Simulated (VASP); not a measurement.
A run of VASP 6.6.1 is set up as follows.

File INCAR:

```
SYSTEM = BaHfO3
  ALGO = Normal
  EDIFF = 1E-6
  EDIFFG = -0.05
  ENCUT = 600
  GGA = PE
  IBRION = 2
  ISIF = 3
  ISMEAR = 0
  LASPH = .True.
  LCHARG = .False.
  LREAL = .False.
  LWAVE = .False.
  NELM = 100
  NSW = 80
  PREC = Accurate
  PSTRESS = 200.0
  SIGMA = 0.01
```

File KPOINTS:

```
k-points
0
Gamma
  6 6 6
  0 0 0
```

Contents of POSCAR:

```
BaHfO3
1.0
    4.1695670000      0.0000000000      0.0000000000
    0.0000000000      4.1695670000      0.0000000000
    0.0000000000      0.0000000000      4.1703770000
Ba Hf O
1 1 3
Direct
    0.5000000000      0.5000000000      0.9964250000
    0.0000000000      0.0000000000      0.4978750000
    0.0000000000      0.5000000000      0.4988900000
    0.5000000000      0.0000000000      0.4988900000
    0.0000000000      0.0000000000      0.9979410000
```

Potentials or basis: VASP PAW PBE potentials, release 64 (Ba_sv, Hf_pv, O).

Command:

```bash
$ cat potpaw_PBE.64/Ba_sv/POTCAR potpaw_PBE.64/Hf_pv/POTCAR potpaw_PBE.64/O/POTCAR > POTCAR
$ mpirun -np 1 vasp_std > vasp.out
```

(1) What does it give for the relaxed volume?

(2) What does it give for the relaxed cell?

(3) Predict the space group after relaxing (to 0.05 Å).

Answers

(1) 13.41 Å³/atom.

(2) a = 4.062 Å, b = 4.062 Å, c = 4.062 Å, α = 90.00°, β = 90.00°, γ = 90.00°.

(3) Pm-3m (No. 221).

Caveat: the cell is relaxed towards a set pressure, so the enthalpy falls and the energy may rise.
